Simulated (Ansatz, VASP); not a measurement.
## One calculation of Ga4RuPt, two programs

The input INCAR:

```
PREC = Accurate
ENCUT = 600
EDIFF = 1E-6
ISMEAR = 0
SIGMA = 0.1
LREAL = F
LASPH = T
NELM = 60
ALGO = Normal
ISIF = 3
LWAVE = F
LCHARG = F
GGA = PE
IBRION = 2
NSW = 90
EDIFFG = -0.04
```

The input KPOINTS:

```
regular mesh
0
Gamma
  4 4 4
```

File POSCAR:

```
Ga4RuPt
1.0
    0.0000000000      3.6798533500      3.6798533500
    3.6798533500      0.0000000000      3.6798533500
    3.6798533500      3.6798533500      0.0000000000
Ga Ru Pt
4 1 1
Direct
    0.8769740200      0.3743419900      0.3743419900
    0.3743419900      0.3743419900      0.3743419900
    0.3743419900      0.8769740200      0.3743419900
    0.3743419900      0.3743419900      0.8769740200
    0.0000000000      0.0000000000      0.0000000000
    0.7500000000      0.7500000000      0.7500000000
```

Input for Ansatz:

```yaml
crystal:
  lattice:
    - [0.0, 3.67985335, 3.67985335]
    - [3.67985335, 0.0, 3.67985335]
    - [3.67985335, 3.67985335, 0.0]
  atoms:
    - { symbol: Ga, position: [0.87697402, 0.37434199, 0.37434199] }
    - { symbol: Ga, position: [0.37434199, 0.37434199, 0.37434199] }
    - { symbol: Ga, position: [0.37434199, 0.87697402, 0.37434199] }
    - { symbol: Ga, position: [0.37434199, 0.37434199, 0.87697402] }
    - { symbol: Ru, position: [0.0, 0.0, 0.0] }
    - { symbol: Pt, position: [0.75, 0.75, 0.75] }
basis:
  ecutwfc: 420
kpoints:
  mp_grid: { grid: [4, 4, 4] }
hamiltonian:
  xc: pbe
scf:
  occupations: { method: gaussian, width: 0.1 }
  lower_state_search: "off"
output:
  forces: true
  stress: true
  eigenvalues: true
relax:
  adjacent_minimum: "off"
  f_tol: 0.04
  max_steps: 70
  cell: { stress_tol: 0.4 }
```

Change from the starting cell: species swapped into the LuCdNi4 type (F-43m, No. 216).

Alike in both runs: task relaxation of cell and atoms; functional PBE; k mesh 4 × 4 × 4; occupations gaussian, width 0.1 eV; no spin polarisation.

|  | VASP | Ansatz |
| --- | --- | --- |
| version | VASP 6.6.1 | Ansatz 0.2.0 |
| potentials or method | VASP PAW PBE potentials, release 64 (Ga_d, Ru_pv, Pt), cutoff 600 eV | scalar-relativistic, plane waves, PAW |
| valence electrons in the cell | 76 | 86 |

```csv
,VASP,Ansatz,Ansatz less VASP
"gap on the k mesh at the Fermi level, each at its own relaxed structure (eV)",none,none,-
relaxed volume (Å³/atom),15.48,15.48,-0.003
relaxed length of the cell vector where the two differ most in proportion (Å),5.083,5.083,-0.0004
```

A gap of «none» marks a metal or a gap that the smearing closes. VASP's potentials hold 76 valence electrons a cell and Ansatz's 86, so a difference there can come from the potentials and not from the codes.

The k mesh is coarse, so the values compare programs but aren't converged. Neither program's run includes spin-orbit coupling.
